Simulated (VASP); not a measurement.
# Hg (C2/m) in VASP: notebook

Hg is run at these levels: PBE, PBEsol; tasks: single point.

Program: VASP 6.6.1. These are calculated values, not measurements. Logs are shortened: lines on timing, memory, paths and dates and some standing lists are left out, and cuts for length are marked.

### 1 The cell of the first run

The structure is monoclinic, space group C2/m (No. 12). Conventional cell: a = 4.460 Å, b = 4.085 Å, c = 3.055 Å, α = 90.00°, β = 96.54°, γ = 90.00°. Within 4.0 Å of Hg (site symmetry 2/m) lie 6 Hg at 3.02 to 3.05 Å.

### 2 Single point, PBE

Input file INCAR:

```
SYSTEM = Hg
PREC = Accurate
ENCUT = 500
EDIFF = 1E-6
ISMEAR = 0
SIGMA = 0.1
LREAL = .FALSE.
LASPH = .TRUE.
NELM = 120
ALGO = Normal
ISIF = 2
LWAVE = .FALSE.
LCHARG = .TRUE.
GGA = PE
LELF = .TRUE.
LVHAR = .TRUE.
NBANDS = 12
GGA_COMPAT = .FALSE.
```

Input file KPOINTS:

```
regular mesh
0
G
  6 6 6
  0 0 0
```

Input file POSCAR:

```
Hg
1.0
    2.2302467575     -2.0424427976      0.0000000000
    2.2302467575      2.0424427976      0.0000000000
   -0.3481529734      0.0000000000      3.0347258852
Hg
1
Direct
    0.5000000000      0.5000000000      0.5000000000
```

Potentials or basis: VASP PAW PBE potentials, release 64 (Hg).

Started as:

```sh
$ cat potpaw_PBE.64/Hg/POTCAR > POTCAR
$ mpirun -np 1 vasp_std > vasp.out
```

OUTCAR:

```text
SYSTEM = Hg
   PREC = Accurate
   ENCUT = 500
   EDIFF = 1E-6
   ISMEAR = 0
   LREAL = .FALSE.
   LASPH = .TRUE.
   NELM = 120
   ISIF = 2
   GGA = PE

 ion  position               nearest neighbor table
   1  0.500  0.500  0.500-

  LATTYP: Found a base centered monoclinic cell.
 ALAT       =     4.4604935150
 B/A-ratio  =     0.9157922955
 C/A-ratio  =     0.6848191074
 COS(beta)  =    -0.1139754530

  Lattice vectors:

 A1 = (   2.2302467575,  -2.0424427976,   0.0000000000)
 A2 = (   2.2302467575,   2.0424427976,   0.0000000000)
 A3 = (  -0.3481529734,   0.0000000000,   3.0347258852)

Analysis of symmetry for initial positions (statically):
=====================================================================
 Subroutine PRICEL returns:
 Original cell was already a primitive cell.

 Routine SETGRP: Setting up the symmetry group for a
 base centered monoclinic supercell.

 Subroutine GETGRP returns: Found  4 space group operations
 (whereof  4 operations were pure point group operations)
 out of a pool of  4 trial point group operations.

The static configuration has the point symmetry C_2h.

Analysis of symmetry for dynamics (positions and initial velocities):
=====================================================================
 Subroutine PRICEL returns:
 Original cell was already a primitive cell.

 Routine SETGRP: Setting up the symmetry group for a
 base centered monoclinic supercell.

 Subroutine GETGRP returns: Found  4 space group operations
 (whereof  4 operations were pure point group operations)
 out of a pool of  4 trial point group operations.

The dynamic configuration has the point symmetry C_2h.

 Subroutine INISYM returns: Found  4 space group operations
 (whereof  4 operations are pure point group operations),
 and found     1 'primitive' translations

----------------------------------------------------------------------------------------

                                     Primitive cell

  volume of cell :      27.6473

  direct lattice vectors                    reciprocal lattice vectors
     2.230246757 -2.042442798  0.000000000     0.224190439 -0.244804898  0.025719808
     2.230246757  2.042442798  0.000000000     0.224190439  0.244804898  0.025719808
    -0.348152973  0.000000000  3.034725885     0.000000000  0.000000000  0.329519053

  length of vectors
     3.024164873  3.024164873  3.054631187     0.332944890  0.332944890  0.329519053

  position of ions in fractional coordinates (direct lattice)
     0.500000000  0.500000000  0.500000000

  ion indices of the primitive-cell ions
   primitive index   ion index
                 1           1

----------------------------------------------------------------------------------------

 KPOINTS: regular mesh

Automatic generation of k-mesh.
 Grid dimensions read from file:
 generate k-points for:    6    6    6

 Generating k-lattice:

  Cartesian coordinates                     Fractional coordinates (reciprocal lattice)
     0.037365073 -0.040800816  0.004286635     0.166666667  0.000000000  0.000000000
     0.037365073  0.040800816  0.004286635     0.000000000  0.166666667  0.000000000
     0.000000000  0.000000000  0.054919842     0.000000000  0.000000000  0.166666667

  Length of vectors
     0.055490815  0.055490815  0.054919842

  Shift w.r.t. Gamma in fractional coordinates (k-lattice)
     0.000000000  0.000000000  0.000000000

 Subroutine IBZKPT returns following result:
 ===========================================

 Found     68 irreducible k-points:

 Following reciprocal coordinates:
            Coordinates               Weight
  0.000000  0.000000  0.000000      1.000000
  0.166667 -0.000000  0.000000      4.000000
  0.333333  0.000000  0.000000      4.000000
  0.500000 -0.000000 -0.000000      2.000000
  0.166667  0.166667 -0.000000      2.000000
  0.333333  0.166667 -0.000000      4.000000
[... 16 lines left out ...]
 -0.333333  0.166667  0.166667      4.000000
 -0.166667  0.166667  0.166667      4.000000
 [... further k-points ...]
   k-points           NKPTS =     68   k-points in BZ     NKDIM =     68   number of bands    NBANDS=     12
   number of dos      NEDOS =    301   number of ions     NIONS =      1
   total plane-waves  NPLWV =  13824
   dimension x,y,z NGX =    24 NGY =   24 NGZ =   24
   dimension x,y,z NGXF=    48 NGYF=   48 NGZF=   48
   ions per type =               1
   NGX,Y,Z   is equivalent  to a cutoff of  13.19, 13.19, 13.06 a.u.
   NGXF,Y,Z  is equivalent  to a cutoff of  26.39, 26.39, 26.12 a.u.
 SYSTEM =  Hg
   PREC   = accura    normal or accurate (medium, high low for compatibility)
   ISTART =      0    job   : 0-new  1-cont  2-samecut
   ICHARG =      2    charge: 1-file 2-atom 10-const
   ISPIN  =      1    spin polarized calculation?
   LNONCOLLINEAR =      F non collinear calculations
   LSORBIT =      F    spin-orbit coupling
   LASPH  =      T    aspherical Exc in radial PAW
   ENCUT  =  500.0 eV  36.75 Ry    6.06 a.u.   5.51  5.51  5.57*2*pi/ulx,y,z
   NELM   =    120;   NELMIN=  2; NELMDL= -5     # of ELM steps
   EDIFF  = 0.1E-05   stopping-criterion for ELM
   LREAL  =      F    real-space projection
   EDIFFG = 0.1E-04   stopping-criterion for IOM
   NSW    =      0    number of steps for IOM
   IBRION =     -1    ionic relax: 0-MD 1-quasi-New 2-CG
   NFREE  =      0    steps in history (QN), initial steepest desc. (CG)
   ISIF   =      2    stress and relaxation
   ISYM   =      2    0-nonsym 1-usesym 2-fastsym
   POTIM  = 0.5000    time-step for ionic-motion
   TEBEG  =    0.0;   TEEND  =   0.0 temperature during run
   PSTRESS=    0.0 pullay stress
   NELECT =      12.0000    total number of electrons
   NUPDOWN=      -1.0000    fix difference up-down
   EMIN   =  10.00;   EMAX   =-10.00  energy-range for DOS
   EFERMI =   0.00;   METHOD = LEGACY
   ISMEAR =     0;   SIGMA  =   0.10  broadening in eV -4-tet -1-fermi 0-gaus
   EFERMI_NEDOS =   21; number of points for ismear=-14 and -15
   IALGO  =     38    algorithm
   IMIX   =      4    mixing-type and parameters
     AMIX     =   0.40;   BMIX     =  1.00
     AMIX_MAG =   1.60;   BMIX_MAG =  1.00
  volume/ion in A,a.u.               =      27.65       186.57
  Fermi-wavevector in a.u.,A,eV,Ry     =   1.239513  2.342340 20.903895  1.536393
  Thomas-Fermi vector in A             =   2.373993
   LORBIT       =      0    0 simple, 1 ext, 2 COOP (PROOUT), +10 PAW based schemes
   GGA     = PE    functional components
   LHFCALC =     F    Hartree Fock is set to
   AEXX    =    0.0000 exact exchange contribution
   IVDW    =     0    specifies the selected vdW correction
   LEPSILON=     F    determine dielectric tensor
   LRPA    =     F    only Hartree local field effects (RPA)
 non-spin polarized calculation
 Gauss-broadening in eV      SIGMA  =   0.10
  energy-cutoff  :      500.00
  volume of cell :       27.65
 maximum number of plane-waves:       715
 NGX is ok and might be reduce to    24
   NGX = 11   NGY = 11   NGZ = 11

 number of electron      12.0000003 magnetization

 Free energy of the ion-electron system (eV)
  ---------------------------------------------------
  ext. energy  EPLUGINS =         0.00000000
  ---------------------------------------------------
  free energy    TOTEN  =        -0.17567104 eV

  energy without entropy =       -0.17290123  energy(sigma->0) =       -0.17428613

 E-fermi :   1.5612     XC(G=0):  -9.9322

 val. band max:        1.5222518425   @ k =  -0.1667   0.5000   0.1667
 cond. band min:       1.5712987304   @ k =  -0.1667   0.1667   0.5000
 fundamental gap:      0.0490468879
 Fermi energy:         1.5611796924

 k-point     1 :       0.0000    0.0000    0.0000
  band No.  band energies     occupation
      1      -6.4516      2.00000
      2      -6.1450      2.00000
      3      -6.1022      2.00000
      4      -4.2330      2.00000
      5      -4.2200      2.00000
      6      -4.1819      2.00000
      7      11.5096      0.00000
      8      11.8356      0.00000
      9      11.9215      0.00000
     10      15.1346      0.00000
     11      16.8492      0.00000
     12      17.0577      0.00000

 k-point     2 :       0.1667   -0.0000    0.0000
  band No.  band energies     occupation
      1      -6.1648      2.00000
      2      -6.0622      2.00000
      3      -5.6279      2.00000
      4      -4.3854      2.00000
      5      -4.3438      2.00000
      6      -4.2030      2.00000
      7       8.1960      0.00000
      8      12.1638      0.00000
      9      12.5160      0.00000
     10      15.9488      0.00000
     11      16.7960      0.00000
     12      20.6818      0.00000

 k-point     3 :       0.3333    0.0000    0.0000
  band No.  band energies     occupation
      1      -6.0127      2.00000
      2      -5.9051      2.00000
      3      -4.6822      2.00000
      4      -4.6110      2.00000
      5      -4.1811      2.00000
      6      -3.6376      2.00000
      7       3.6282      0.00000
      8      13.6228      0.00000
      9      13.9482      0.00000
     10      16.5289      0.00000
     11      16.8989      0.00000
     12      20.2753      0.00000
[... 286 lines left out ...]
 k-point    23 :      -0.3333    0.1667    0.1667
  band No.  band energies     occupation
      1      -5.5927      2.00000
      2      -5.2783      2.00000
      3      -5.0588      2.00000
      4      -4.8029      2.00000
      5      -4.4443      2.00000
      6      -2.7556      2.00000
      7       4.7870      0.00000
      8       9.5554      0.00000
      9      11.1743      0.00000
     10      14.7135      0.00000
     11      18.0665      0.00000
     12      21.8234      0.00000

 k-point    24 :      -0.1667    0.1667    0.1667
  band No.  band energies     occupation
      1      -5.6921      2.00000
      2      -5.6101      2.00000
      3      -5.1298      2.00000
      4      -4.5557      2.00000
      5      -4.4741      2.00000
      6      -4.1798      2.00000
      7       8.3679      0.00000
      8       9.2221      0.00000
      9       9.5576      0.00000
     10      18.0674      0.00000
     11      20.1518      0.00000
     12      21.3605      0.00000

 [... further k-points ...]
[... 5 lines left out ...]
  --------------------------------------------------------------------------------------
  -------------------------------------------------------------------------------------
  Total        0.2914592      0.1188790      0.0222870      0.0000000      0.0000000     -0.0794134
  in kB       16.8902477      6.8891152      1.2915453      0.0000000      0.0000000     -4.6020554
  external PRESSURE =       8.3569694 kB  Pullay stress =       0.0000000 kB

 VOLUME and BASIS-vectors are now :
 -----------------------------------------------------------------------------
  energy-cutoff  :      500.00
  volume of cell :       27.65
      direct lattice vectors                 reciprocal lattice vectors
     2.230246757 -2.042442798  0.000000000     0.224190439 -0.244804898  0.025719808
     2.230246757  2.042442798  0.000000000     0.224190439  0.244804898  0.025719808
    -0.348152973  0.000000000  3.034725885     0.000000000  0.000000000  0.329519053

 POSITION                                       TOTAL-FORCE (eV/Angst)
 -----------------------------------------------------------------------------------
      2.05617      0.00000      1.51736         0.000000      0.000000      0.000000
 -----------------------------------------------------------------------------------
    total drift:                               -0.000000     -0.000000     -0.000000

  FREE ENERGIE OF THE ION-ELECTRON SYSTEM (eV)
  ---------------------------------------------------
  free  energy   TOTEN  =        -0.1756710366 eV

  energy  without entropy=       -0.1729012301  energy(sigma->0) =       -0.17428613
```

Wall time 6.9 s (1 thread of Intel Xeon Platinum 8488C (Sapphire Rapids), shared host); peak memory 0.15 GiB.

What came out:

| Quantity | Value |
| --- | --- |
| Free energy | -0.1757 eV |
| Pressure | 0.8 GPa |
| Band gap on the k mesh | zero (band 6 reaches 5.03 eV, above the bottom of band 7 at 0.12 eV) |

Caveat: spin-orbit coupling is left out, which moves the levels of the heavy elements.

(Continued in part 2 of 2.)
